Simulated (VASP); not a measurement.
## BN: single point with PBE

The system is BN.

```
B N
1.0
     2.50058    0.00000    0.00000
    -1.25029    2.16557    0.00000
     0.00000    0.00000    6.52364
B N
2 2
Direct
  0.33333 0.66667 0.25000
  0.66667 0.33333 0.75000
  0.33333 0.66667 0.75000
  0.66667 0.33333 0.25000
```

* Program: VASP 6.6.1
* Task: single point
* Functional: PBE
* Potentials or basis: VASP PAW PBE potentials, release 64 (B, N)
* Cutoff: 520 eV
* k mesh: 12 × 12 × 4
* Occupations: gaussian, width 0.01 eV
* Spin: no spin polarisation
* Dipole correction: no
* Further INCAR settings: ALGO = Normal; EDIFF = 1e-07; NBANDS = 16

| Quantity | Value |
| --- | --- |
| Pressure | 4.7 GPa |
| Band gap on the k mesh | 4.24 eV, indirect (least direct gap 4.65 eV) |

Stress tensor (GPa, compression positive):
```
5.36 0.00 0.00
0.00 5.36 0.00
0.00 0.00 3.47
```

Levels at points of the mesh, in eV from the valence-band top:
| k point | band 5 | band 6 | band 7 | band 8 | band 9 | band 10 | band 11 | band 12 |
| --- | --- | --- | --- | --- | --- | --- | --- | --- |
| (0.00, 0.00, 0.00) | -1.34 | -1.34 | -1.30 | -1.30 | 5.36 | 10.53 | 11.56 | 11.56 |
| (0.50, 0.00, 0.00) | -4.17 | -4.09 | -1.51 | -0.41 | 4.24 | 5.72 | 9.58 | 9.97 |
| (0.00, 0.00, 0.50) | -1.32 | -1.32 | -1.32 | -1.32 | 7.83 | 7.83 | 11.63 | 11.63 |
| (0.50, 0.00, 0.50) | -4.13 | -4.13 | -0.93 | -0.93 | 4.73 | 4.73 | 9.96 | 9.96 |

Run time: 74 s on 1 thread of AMD EPYC 7R13 Processor (Zen 3), with other jobs on the host, peak memory 0.13 GiB.

Caveat: this functional lacks dispersion, which binds the layers, so the pressure and a relaxed spacing across them are unreliable. A k mesh can miss the band edges.
